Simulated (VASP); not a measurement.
A run of VASP 6.6.1 is set up as follows.

Contents of INCAR:

```
SYSTEM = ScS4
PREC = Accurate ; ENCUT = 600
EDIFF = 1E-6 ; ISMEAR = 0
SIGMA = 0.2 ; LREAL = .False.
LASPH = .True. ; NELM = 100
ALGO = Normal ; ISIF = 3
LWAVE = .False. ; LCHARG = .False.
GGA = PE ; IBRION = 2
NSW = 36 ; EDIFFG = -0.08
```

KPOINTS

```
Automatic mesh
0
Gamma
  5 5 2
  0 0 0
```

POSCAR

```
ScS4
1.0
    3.6000000000      0.0000000000      0.0000000000
   -1.8000000000      3.1176914500      0.0000000000
    0.0000000000      0.0000000000      9.6000000000
Sc S
1 4
Direct
    0.0000000000      0.0000000000      0.0000000000
    0.0000000000      0.0000000000      0.3900000000
    0.0000000000      0.0000000000      0.6100000000
    0.6666666700      0.3333333300      0.8650000000
    0.3333333300      0.6666666700      0.1350000000
```

Potentials or basis: VASP PAW PBE potentials, release 64 (Sc_sv, S).

Launch:

```console
$ cat potpaw_PBE.64/Sc_sv/POTCAR potpaw_PBE.64/S/POTCAR > POTCAR
$ mpirun -np 1 vasp_std > vasp.out
```

**Question.** Estimate the relaxed cell.

**Answer.** a = 3.532 Å, b = 3.532 Å, c = 11.180 Å, α = 90.00°, β = 90.00°, γ = 120.00°.

**Question.** Predict the relaxed volume.

**Answer.** 24.16 Å³/atom.

**Question.** Predict the band gap on the k mesh.

**Answer.** Zero (an odd number of electrons rules out a gap without spin polarisation).

Step by step:
| step | energy change (eV) | largest force (eV/Å) | pressure (GPa) | volume (Å³) |
| --- | --- | --- | --- | --- |
| 1 | 0.0000 | 3.7304 | 2.53 | 107.75 |
| 2 | 0.0046 | 8.7672 | 8.43 | 112.97 |
| 3 | -0.6462 | 0.8546 | 3.58 | 110.74 |
| 4 | -0.6467 | 0.8458 | 3.66 | 110.80 |
| 5 | -0.7250 | 0.7622 | -1.98 | 119.16 |
| 6 | -0.7409 | 0.4571 | -0.50 | 116.62 |
| 7 | -0.7477 | 0.4733 | -0.12 | 116.91 |
| 8 | -0.7493 | 0.1794 | -0.24 | 116.82 |
| 9 | -0.7616 | 0.0662 | -0.49 | 116.57 |
| 10 | -0.7707 | 0.1987 | -0.86 | 116.11 |
| 11 | -0.7778 | 0.3267 | 0.41 | 113.89 |
| 12 | -0.7780 | 0.2588 | 0.21 | 114.21 |
| 13 | -0.7800 | 0.3019 | 0.36 | 112.95 |
| 14 | -0.7812 | 0.0958 | 0.30 | 113.43 |
| 15 | -0.7832 | 0.1259 | 0.22 | 113.71 |
| 16 | -0.7888 | 0.2131 | -0.02 | 114.54 |
| 17 | -0.7986 | 0.3563 | -0.41 | 116.18 |
| 18 | -0.8116 | 0.5280 | -0.95 | 119.33 |
| 19 | -0.8123 | 0.5092 | -0.94 | 119.39 |
| 20 | -0.8141 | 0.4522 | -0.88 | 119.56 |
| 21 | -0.8173 | 0.3347 | -0.78 | 119.90 |
| 22 | -0.8212 | 0.0765 | -0.53 | 120.56 |
| 23 | -0.8168 | 0.5271 | 0.08 | 121.83 |
| 24 | -0.8216 | 0.0867 | -0.37 | 120.86 |
| 25 | -0.8216 | 0.0663 | -0.38 | 120.82 |

Caveat: the k points lie up to 0.41 Å⁻¹ apart in the final cell, too coarse for converged energies and pressures of a metal; a cell axis changed by over 15 % at a fixed basis, so the end point is rough; this functional lacks dispersion, which binds layers or chains, so the pressure and a relaxed spacing across them are unreliable; an odd number of electrons without spin polarisation forces a metal; a magnetic or distorted state may lie lower; the relaxation stopped at a loose force limit of 0.08 eV/Å, so its end isn't a converged minimum.
